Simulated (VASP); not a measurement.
# GaN (P6_3mc) in VASP: settings compared

The runs below take GaN through vibrations by perturbation theory, elastic constants, with PBEsol, LDA.

Everything below comes from runs of VASP 6.6.1. Logs are shortened: lines on timing, memory, paths and dates and some standing lists are left out, and cuts for length are marked.

## (1) The cell of the first run

Symmetry: P6_3mc, No. 186, hexagonal system. Conventional cell: a = 3.180 Å, b = 3.180 Å, c = 5.166 Å, α = 90.00°, β = 90.00°, γ = 120.00°. Ga (site symmetry 3m) has 4 N at 1.94 to 1.95 Å within 2.6 Å. N (site symmetry 3m) has 4 Ga at 1.94 to 1.95 Å within 2.6 Å.

## (2) Vibrations by perturbation theory, PBEsol

INCAR

```
PREC = Accurate ; ENCUT = 520
EDIFF = 1E-8 ; ISMEAR = 0
SIGMA = 0.01 ; LREAL = F
LASPH = T ; NELM = 80
ALGO = Normal ; ISIF = 2
LWAVE = F ; LCHARG = F
GGA = PS ; NBANDS = 26
IBRION = 8 ; NSW = 1
LEPSILON = T
```

KPOINTS

```
Automatic mesh
0
Gamma
  8 8 5
```

POSCAR

```
GaN
1.0
    3.1800000000      0.0000000000      0.0000000000
   -1.5900000000      2.7539607840      0.0000000000
    0.0000000000      0.0000000000      5.1660000000
Ga N
2 2
Direct
    0.6666666667      0.3333333333      0.5000000000
    0.3333333333      0.6666666667      0.0000000000
    0.6666666667      0.3333333333      0.8750000000
    0.3333333333      0.6666666667      0.3750000000
```

Potentials or basis: VASP PAW PBE potentials, release 64 (Ga_d, N).

Run with:

```bash
$ cat potpaw_PBE.64/Ga_d/POTCAR potpaw_PBE.64/N/POTCAR > POTCAR
$ mpirun -np 1 vasp_std > vasp.out
```

OUTCAR:

```text
PREC = Accurate
   ENCUT = 520
   EDIFF = 1E-8
   ISMEAR = 0
   LREAL = F
   LASPH = T
   NELM = 80
   ISIF = 2
   GGA = PS
   IBRION = 8
   NSW = 1
   LEPSILON = T

 ion  position               nearest neighbor table
   1  0.667  0.333  0.500-   3 1.94   4 1.95   4 1.95   4 1.95
   2  0.333  0.667  0.000-   4 1.94   3 1.95   3 1.95   3 1.95
   3  0.667  0.333  0.875-   1 1.94   2 1.95   2 1.95   2 1.95
   4  0.333  0.667  0.375-   2 1.94   1 1.95   1 1.95   1 1.95

  LATTYP: Found a hexagonal cell.
 ALAT       =     3.1800000000
 C/A-ratio  =     1.6245283019

  Lattice vectors:

 A1 = (   3.1800000000,   0.0000000000,   0.0000000000)
 A2 = (  -1.5900000000,   2.7539607840,   0.0000000000)
 A3 = (   0.0000000000,   0.0000000000,   5.1660000000)

Analysis of symmetry for initial positions (statically):
=====================================================================
 Subroutine PRICEL returns:
 Original cell was already a primitive cell.

 Routine SETGRP: Setting up the symmetry group for a
 hexagonal supercell.

 Subroutine GETGRP returns: Found 12 space group operations
 (whereof  6 operations were pure point group operations)
 out of a pool of 24 trial point group operations.

The static configuration has the point symmetry C_3v.
 The point group associated with its full space group is C_6v.

Analysis of symmetry for dynamics (positions and initial velocities):
=====================================================================
 Subroutine PRICEL returns:
 Original cell was already a primitive cell.

 Routine SETGRP: Setting up the symmetry group for a
 hexagonal supercell.

 Subroutine GETGRP returns: Found 12 space group operations
 (whereof  6 operations were pure point group operations)
[... 970 lines left out ...]
 ---------------------------------------------------------------------------------
 ion    1
    1     2.60647     0.00000     0.00000
    2     0.00000     2.60647     0.00000
    3     0.00000     0.00000     2.73386
 ion    2
    1     2.60647     0.00000     0.00000
    2     0.00000     2.60647     0.00000
    3     0.00000     0.00000     2.73386
 ion    3
    1    -2.60647     0.00000     0.00000
    2     0.00000    -2.60647     0.00000
    3     0.00000    -0.00000    -2.73386
 ion    4
    1    -2.60647     0.00000     0.00000
    2     0.00000    -2.60647     0.00000
    3     0.00000     0.00000    -2.73386

 INTERNAL STRAIN TENSOR FOR ION    4 for displacements in x,y,z  (eV/Angst):
          X           Y           Z          XY          YZ          ZX
  --------------------------------------------------------------------------------
  x     0.00000     0.00000     0.00000    -9.15583     0.00000     5.20514
  y    -9.15583     9.15583     0.00000     0.00000     5.60299     0.00000
  z     5.23676     5.23676   -11.13095    -0.00000     0.00000     0.00000

 SECOND DERIVATIVES (NOT SYMMETRIZED)
 ------------------------------------
               1X          1Y          1Z          2X          2Y          2Z          3X          3Y          3Z          4X          4Y          4Z
  1X   -12.840854   -0.000000    0.000000    0.444667    0.000000   -0.000000    0.959454    0.000000   -0.000000   11.436733    0.000000   -0.000000
  1Y     0.000000  -12.840854    0.000000    0.000000    0.444667    0.000000    0.000000    0.959454    0.000000    0.000000   11.436733    0.000000
  1Z     0.000000   -0.000000  -20.691911    0.000000    0.000000    8.250938    0.000000   -0.000000    7.593843    0.000000    0.000000    4.847130
  2X     0.444667    0.000000    0.000000  -12.840854   -0.000000    0.000000   11.436733    0.000000    0.000000    0.959454   -0.000000    0.000000
  2Y     0.000000    0.444667    0.000000    0.000000  -12.840854   -0.000000    0.000000   11.436733    0.000000    0.000000    0.959454   -0.000000
  2Z     0.000000    0.000000    8.250938    0.000000    0.000000  -20.691911    0.000000    0.000000    4.847130    0.000000    0.000000    7.593843
  3X     0.960247    0.000000    0.000000   11.435896    0.000000   -0.000000  -13.062505    0.000000    0.000000    0.666363    0.000000    0.000000
  3Y     0.000000    0.960247    0.000000    0.000000   11.435896    0.000000    0.000000  -13.062505    0.000000   -0.000000    0.666363    0.000000
  3Z     0.000000    0.000000    7.599260    0.000000    0.000000    4.855351    0.000000    0.000000  -18.544883    0.000000    0.000000    6.090272
  4X    11.435896   -0.000000    0.000000    0.960247    0.000000    0.000000    0.666363    0.000000    0.000000  -13.062505    0.000000    0.000000
  4Y     0.000000   11.435896    0.000000    0.000000    0.960247   -0.000000    0.000000    0.666363   -0.000000    0.000000  -13.062505   -0.000000
  4Z     0.000000    0.000000    4.855351    0.000000   -0.000000    7.599260    0.000000   -0.000000    6.090272   -0.000000    0.000000  -18.544883

 Eigenvectors and eigenvalues of the dynamical matrix
 ----------------------------------------------------

   1 f  =   20.770809 THz   130.506845 2PiTHz  692.839626 cm-1    85.901127 meV
             X         Y         Z           dx          dy          dz
      1.590000  0.917987  2.583000    -0.000000   -0.000000    0.045921
     -0.000000  1.835974  0.000000    -0.000000   -0.000000   -0.045921
      1.590000  0.917987  4.520250    -0.000000   -0.000000   -0.705614
     -0.000000  1.835974  1.937250     0.000000    0.000000    0.705614
[... 71 lines left out ...]
  12 f/i=    0.003302 THz     0.020745 2PiTHz    0.110130 cm-1     0.013654 meV
             X         Y         Z           dx          dy          dz
      1.590000  0.917987  2.583000    -0.000000    0.000000    0.645339
     -0.000000  1.835974  0.000000    -0.000000    0.000000    0.645339
      1.590000  0.917987  4.520250    -0.000000    0.000000    0.289029
     -0.000000  1.835974  1.937250    -0.000000    0.000000    0.289029

--------------------------------------------------------------------------------------------------------

 MACROSCOPIC STATIC DIELECTRIC TENSOR IONIC CONTRIBUTION
 ------------------------------------------------------
           4.384041    -0.000000    -0.000000
          -0.000000     4.384041     0.000000
          -0.000000     0.000000     4.803033
 ------------------------------------------------------

 ELASTIC MODULI CONTR FROM IONIC RELAXATION (kBar)
 Direction    XX          YY          ZZ          XY          YZ          ZX
 --------------------------------------------------------------------------------
 XX        -590.0625    277.8815    331.6915     -0.0000     -0.0000      0.0000
 YY         277.8815   -590.0625    331.6915      0.0000      0.0000     -0.0000
 ZZ         331.6915    331.6915   -704.8429      0.0000      0.0000     -0.0000
 XY          -0.0000      0.0000      0.0000   -433.9720     -0.0000      0.0000
 YZ          -0.0000      0.0000      0.0000     -0.0000   -153.3140      0.0000
 ZX           0.0000     -0.0000     -0.0000      0.0000      0.0000   -161.2129
 --------------------------------------------------------------------------------

 PIEZOELECTRIC TENSOR IONIC CONTR  for field in x, y, z        (C/m^2)
          XX          YY          ZZ          XY          YZ          ZX
  --------------------------------------------------------------------------------
  x     0.00000    -0.00000    -0.00000     0.00000     0.00000    -0.79106
  y    -0.00000     0.00000     0.00000    -0.00000    -0.77144     0.00000
  z    -0.81474    -0.81474     1.73132    -0.00000    -0.00000     0.00000
```

OSZICAR:

```text
N       E                     dE             d eps       ncg     rms          rms(c)
DAV:   1     0.274880518032E+03    0.27488E+03   -0.17541E+04  1704   0.259E+03
DAV:   2     0.531341679500E+01   -0.26957E+03   -0.25364E+03  1680   0.489E+02
DAV:   3    -0.287908808229E+02   -0.34104E+02   -0.33644E+02  1858   0.141E+02
DAV:   4    -0.299054917461E+02   -0.11146E+01   -0.11104E+01  1806   0.277E+01
[... 225 lines left out ...]
RMM:  10    -0.247149025007E+00   -0.11255E-06    0.52667E-07  4134   0.280E-04    0.110E-05
RMM:  11    -0.247149066811E+00   -0.41804E-07    0.19441E-07  4244   0.134E-04    0.455E-06
RMM:  12    -0.247149081593E+00   -0.14782E-07    0.47113E-08  4166   0.921E-05    0.186E-06
RMM:  13    -0.247149084711E+00   -0.31174E-08    0.25243E-08  4287   0.761E-05    0.511E-07
 Linear response finished
```

stdout:

```text
POSCAR found type information on POSCAR GaN
 POSCAR found :  2 types and       4 ions
 scaLAPACK will be used
 -----------------------------------------------------------------------------
|                                                                             |
[... 106 lines left out ...]
 LRF_COMMUTATOR internal error: the vector H(1)-e(1) S(1) |phi(0)> is not orthog
 onal to |phi(0)> (1.411769227082048E-004,2.262079412673756E-015)
 LRF_COMMUTATOR internal error: the vector H(1)-e(1) S(1) |phi(0)> is not orthog
 onal to |phi(0)> (1.104824218247917E-004,-1.901256929670581E-015)
 LRF_COMMUTATOR internal error: the vector H(1)-e(1) S(1) |phi(0)> is not orthog
 onal to |phi(0)> (1.058895683395195E-004,-5.904595732124244E-015)
 LRF_COMMUTATOR internal error: the vector H(1)-e(1) S(1) |phi(0
```

It took 16 min on 1 thread of Intel Xeon Platinum 8259CL at 2.50GHz (Skylake/Cascade Lake), shared host; peak memory 0.5 GiB.

Results:

```
Electronic dielectric tensor (diagonal)                 : 5.89, 5.89, 5.99
Born charges (mean of the diagonal)                     : Ga +2.65; N -2.65 e
Highest phonon frequency at Γ, LO-TO splitting left out : 693 cm⁻¹
```

Phonon frequencies in cm⁻¹ (negative: imaginary):
| q point | frequencies |
| --- | --- |
| (0.000, 0.000, 0.000) | 0 0 0 135 135 334 538 538 539 548 548 693 |

Electronic dielectric tensor:
```
5.89 0.00 0.00
0.00 5.89 0.00
0.00 0.00 5.99
```

Born effective charge tensors (e):
atom 1, Ga
```
2.61 0.00 0.00
0.00 2.61 0.00
0.00 0.00 2.73
```
atom 2, Ga
```
2.61 0.00 0.00
0.00 2.61 0.00
0.00 0.00 2.73
```
atom 3, N
```
-2.61  0.00  0.00
 0.00 -2.61  0.00
 0.00  0.00 -2.73
```
atom 4, N
```
-2.61  0.00  0.00
 0.00 -2.61  0.00
 0.00  0.00 -2.73
```

Caveat: the PAW data sets were made with another functional, which shifts forces and pressure a little.

## (3) Vibrations by perturbation theory, PBEsol

INCAR

```
SYSTEM = GaN
PREC = Accurate
ENCUT = 520
EDIFF = 1E-8
ISMEAR = 0
SIGMA = 0.01
LREAL = .False.
LASPH = .True.
NELM = 80
ALGO = Normal
ISIF = 2
LWAVE = .False.
LCHARG = .False.
GGA = PS
NBANDS = 26
IBRION = 8
NSW = 1
LEPSILON = .True.
```

KPOINTS

```
Automatic mesh
0
Gamma
  8 8 5
  0 0 0
```

POSCAR is that of step 2.

Potentials or basis: VASP PAW PBE potentials, release 64 (Ga_d, N).

Run with:

```bash
$ cat potpaw_PBE.64/Ga_d/POTCAR potpaw_PBE.64/N/POTCAR > POTCAR
$ mpirun -np 1 vasp_std > vasp.out
```

OUTCAR:

```text
SYSTEM = GaN
   PREC = Accurate
   ENCUT = 520
   EDIFF = 1E-8
   ISMEAR = 0
   LREAL = .False.
   LASPH = .True.
   NELM = 80
   ISIF = 2
   GGA = PS
   IBRION = 8
   NSW = 1
   LEPSILON = .True.

 ion  position               nearest neighbor table
   1  0.667  0.333  0.500-   3 1.94   4 1.95   4 1.95   4 1.95
   2  0.333  0.667  0.000-   4 1.94   3 1.95   3 1.95   3 1.95
   3  0.667  0.333  0.875-   1 1.94   2 1.95   2 1.95   2 1.95
   4  0.333  0.667  0.375-   2 1.94   1 1.95   1 1.95   1 1.95

  LATTYP: Found a hexagonal cell.
 ALAT       =     3.1800000000
 C/A-ratio  =     1.6245283019

  Lattice vectors:

 A1 = (   3.1800000000,   0.0000000000,   0.0000000000)
 A2 = (  -1.5900000000,   2.7539607840,   0.0000000000)
 A3 = (   0.0000000000,   0.0000000000,   5.1660000000)
[... 1033 lines left out ...]
  4X    11.435929    0.000000    0.000000    0.960227   -0.000000    0.000000    0.666656    0.000000    0.000000  -13.062813    0.000000    0.000000
  4Y    -0.000000   11.435929    0.000000   -0.000000    0.960227    0.000000    0.000000    0.666656    0.000000    0.000000  -13.062813    0.000000
  4Z     0.000000    0.000000    4.855437    0.000000    0.000000    7.598731    0.000000    0.000000    6.089983    0.000000    0.000000  -18.544151

 Eigenvectors and eigenvalues of the dynamical matrix
 ----------------------------------------------------

   1 f  =   20.770379 THz   130.504141 2PiTHz  692.825275 cm-1    85.899348 meV
             X         Y         Z           dx          dy          dz
      1.590000  0.917987  2.583000    -0.000000   -0.000000    0.045922
     -0.000000  1.835974  0.000000    -0.000000   -0.000000   -0.045922
      1.590000  0.917987  4.520250    -0.000000   -0.000000   -0.705614
     -0.000000  1.835974  1.937250     0.000000    0.000000    0.705614
[... 71 lines left out ...]
  12 f/i=    0.003180 THz     0.019981 2PiTHz    0.106077 cm-1     0.013152 meV
             X         Y         Z           dx          dy          dz
      1.590000  0.917987  2.583000    -0.000000   -0.000000    0.645337
     -0.000000  1.835974  0.000000    -0.000000   -0.000000    0.645337
      1.590000  0.917987  4.520250    -0.000000   -0.000000    0.289034
     -0.000000  1.835974  1.937250    -0.000000   -0.000000    0.289034

--------------------------------------------------------------------------------------------------------

 MACROSCOPIC STATIC DIELECTRIC TENSOR IONIC CONTRIBUTION
 ------------------------------------------------------
           4.384069    -0.000000    -0.000000
          -0.000000     4.384069    -0.000000
          -0.000000    -0.000000     4.803119
 ------------------------------------------------------

 ELASTIC MODULI CONTR FROM IONIC RELAXATION (kBar)
 Direction    XX          YY          ZZ          XY          YZ          ZX
 --------------------------------------------------------------------------------
 XX        -590.0177    277.8280    331.6946      0.0000      0.0000      0.0000
 YY         277.8280   -590.0177    331.6946      0.0000     -0.0000     -0.0000
 ZZ         331.6946    331.6946   -704.8361     -0.0000     -0.0000     -0.0000
 XY           0.0000      0.0000     -0.0000   -433.9229      0.0000      0.0000
 YZ           0.0000     -0.0000     -0.0000      0.0000   -153.3083      0.0000
 ZX           0.0000     -0.0000     -0.0000     -0.0000      0.0000   -161.2057
 --------------------------------------------------------------------------------

 PIEZOELECTRIC TENSOR IONIC CONTR  for field in x, y, z        (C/m^2)
          XX          YY          ZZ          XY          YZ          ZX
  --------------------------------------------------------------------------------
  x     0.00000    -0.00000    -0.00000     0.00000     0.00000    -0.79105
  y     0.00000     0.00000    -0.00000     0.00000    -0.77143     0.00000
  z    -0.81476    -0.81476     1.73132     0.00000     0.00000     0.00000
```

OSZICAR:

```text
N       E                     dE             d eps       ncg     rms          rms(c)
DAV:   1     0.274880518031E+03    0.27488E+03   -0.17541E+04  1704   0.259E+03
DAV:   2     0.531341679486E+01   -0.26957E+03   -0.25364E+03  1680   0.489E+02
DAV:   3    -0.287908808229E+02   -0.34104E+02   -0.33644E+02  1858   0.141E+02
DAV:   4    -0.299054917461E+02   -0.11146E+01   -0.11104E+01  1806   0.277E+01
[... 233 lines left out ...]
RMM:  10    -0.247149053880E+00   -0.10518E-06    0.49698E-07  4143   0.356E-04    0.109E-05
RMM:  11    -0.247149100334E+00   -0.46454E-07    0.13916E-07  4265   0.210E-04    0.457E-06
RMM:  12    -0.247149117648E+00   -0.17315E-07   -0.63260E-09  4201   0.170E-04    0.188E-06
RMM:  13    -0.247149120195E+00   -0.25469E-08   -0.42615E-08  4283   0.154E-04    0.551E-07
 Linear response finished
```

stdout:

```text
POSCAR found type information on POSCAR GaN
 POSCAR found :  2 types and       4 ions
 scaLAPACK will be used
 -----------------------------------------------------------------------------
|                                                                             |
|                                                                             |
[... 105 lines left out ...]
 LRF_COMMUTATOR internal error: the vector H(1)-e(1) S(1) |phi(0)> is not orthog
 onal to |phi(0)> (1.411769355293517E-004,-2.119138198253268E-014)
 LRF_COMMUTATOR internal error: the vector H(1)-e(1) S(1) |phi(0)> is not orthog
 onal to |phi(0)> (1.104824250349448E-004,-3.524958103184872E-015)
 LRF_COMMUTATOR internal error: the vector H(1)-e(1) S(1) |phi(0)> is not orthog
 onal to |phi(0)> (1.058895603809855E-004,3.682871679345836E-014)
 LRF_COMMUTATOR internal error: the vector H(1)-e(1) S(1)
```

It took 24 min on 1 thread of AMD EPYC 7R43 (Zen 3), shared host; peak memory 0.46 GiB.

Results:

```
Electronic dielectric tensor (diagonal)                 : 5.89, 5.89, 5.99
Born charges (mean of the diagonal)                     : Ga +2.65; N -2.65 e
Highest phonon frequency at Γ, LO-TO splitting left out : 693 cm⁻¹
```

Phonon frequencies in cm⁻¹ (negative: imaginary):
| q point | frequencies |
| --- | --- |
| (0.000, 0.000, 0.000) | 0 0 0 135 135 334 538 538 539 548 548 693 |

Electronic dielectric tensor:
```
5.89 0.00 0.00
0.00 5.89 0.00
0.00 0.00 5.99
```

Born effective charge tensors (e):
atom 1, Ga
```
2.61 0.00 0.00
0.00 2.61 0.00
0.00 0.00 2.73
```
atom 2, Ga
```
2.61 0.00 0.00
0.00 2.61 0.00
0.00 0.00 2.73
```
atom 3, N
```
-2.61  0.00  0.00
 0.00 -2.61  0.00
 0.00  0.00 -2.73
```
atom 4, N
```
-2.61  0.00  0.00
 0.00 -2.61  0.00
 0.00  0.00 -2.73
```

Caveat: the PAW data sets were made with another functional, which shifts forces and pressure a little.

## (4) Elastic constants, LDA

INCAR

```
ALGO = Normal ; EDIFF = 1E-8
ENCUT = 600 ; IBRION = 6
ISIF = 3 ; ISMEAR = 0
LASPH = T ; LCHARG = F
LREAL = F ; LWAVE = F
NELM = 60 ; NFREE = 2
NSW = 1 ; POTIM = 0.015
PREC = Accurate ; SIGMA = 0.01
```

KPOINTS

```
k-points
0
Gamma
  8 8 5
```

POSCAR is that of step 3.

Potentials or basis: VASP PAW LDA potentials, release 64 (Ga_d, N).

Run with:

```bash
$ cat potpaw_LDA.64/Ga_d/POTCAR potpaw_LDA.64/N/POTCAR > POTCAR
$ mpirun -np 1 vasp_std > vasp.out
```

It took 11 min on 1 thread of Intel Xeon 6975P-C (Granite Rapids), shared host; peak memory 0.38 GiB.

The run converged. Its results:

| Quantity | Value |
| --- | --- |
| Voigt bulk modulus | 189 GPa |
| Highest phonon frequency at Γ, LO-TO splitting left out | 693 cm⁻¹ |

Phonon frequencies in cm⁻¹ (negative: imaginary):
```tsv
q point	frequencies
(0.000, 0.000, 0.000)	0 0 0 139 139 334 539 539 540 547 547 693
```

Elastic tensor in Voigt notation (GPa, in the Cartesian axes of the cell as first typed):
```
349 124  90   0   0   0
124 349  90   0   0   0
 90  90 399   0   0   0
  0   0   0  95   0   0
  0   0   0   0  95   0
  0   0   0   0   0 113
```

Clamped-ion elastic tensor (GPa):
```
404  97  60   0   0   0
 97 404  60   0   0   0
 60  60 463   0   0   0
  0   0   0 110   0   0
  0   0   0   0 110   0
  0   0   0   0   0 154
```

Caveat: the cell is under stress, which shifts elastic constants.
